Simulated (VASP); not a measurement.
Input of a VASP 6.6.1 run:

File POSCAR:

```
Ga
1.0
   -1.3829400000      1.3829400000      2.2958700000
    1.3829400000     -1.3829400000      2.2958700000
    1.3829400000      1.3829400000     -2.2958700000
Ga
1
Direct
    0.0000000000      0.0000000000      0.0000000000
```

INCAR.step1

```
SYSTEM = Ga
PREC     = Accurate       ! precision mode
ENCUT    = 520            ! plane-wave cutoff, eV
ISMEAR   = 0              ! smearing method
SIGMA    = 0.15           ! smearing width, eV
LREAL    = .False.        ! projectors in reciprocal space
LASPH    = .True.         ! aspherical terms in the spheres
NELM     = 100            ! most SCF steps
NBANDS   = 12             ! bands
GGA      = PE             ! functional
ALGO     = Normal         ! electronic algorithm
EDIFF    = 1E-4           ! SCF threshold, eV
LWAVE    = .True.         ! write WAVECAR
LCHARG   = .False.        ! write CHGCAR
```

INCAR.step2

```
SYSTEM = Ga
PREC     = Accurate       ! precision mode
ENCUT    = 520            ! plane-wave cutoff, eV
EDIFF    = 1E-6           ! SCF threshold, eV
ISMEAR   = 0              ! smearing method
SIGMA    = 0.15           ! smearing width, eV
LREAL    = .False.        ! projectors in reciprocal space
LASPH    = .True.         ! aspherical terms in the spheres
NELM     = 100            ! most SCF steps
ALGO     = Normal         ! electronic algorithm
ISIF     = 2              ! what is computed and relaxed
LWAVE    = .False.        ! write WAVECAR
LCHARG   = .False.        ! write CHGCAR
METAGGA  = R2SCAN         ! meta-GGA
LMIXTAU  = .True.       
NBANDS   = 12             ! bands
ISTART   = 1
```

File KPOINTS:

```
Automatic mesh
0
Gamma
  24 24 24
  0 0 0
```

Potentials or basis: VASP PAW PBE potentials, release 64 (Ga_d).

Command:

```sh
$ cat potpaw_PBE.64/Ga_d/POTCAR > POTCAR
$ cp INCAR.step1 INCAR
$ mpirun -np 1 vasp_std > vasp.out
$ cp INCAR.step2 INCAR
$ mpirun -np 1 vasp_std > vasp.out
```

Question: What does it give for the pressure?

Answer: 1.1 GPa.

Stress tensor (GPa, compression positive):
```
1.38 0.00 0.00
0.00 1.38 0.00
0.00 0.00 0.61
```

Caveat: the cell differs from its parent crystal (strain -0.015 along x and y, +0.030 along z); the PAW data sets were made with another functional, which shifts forces and pressure a little.
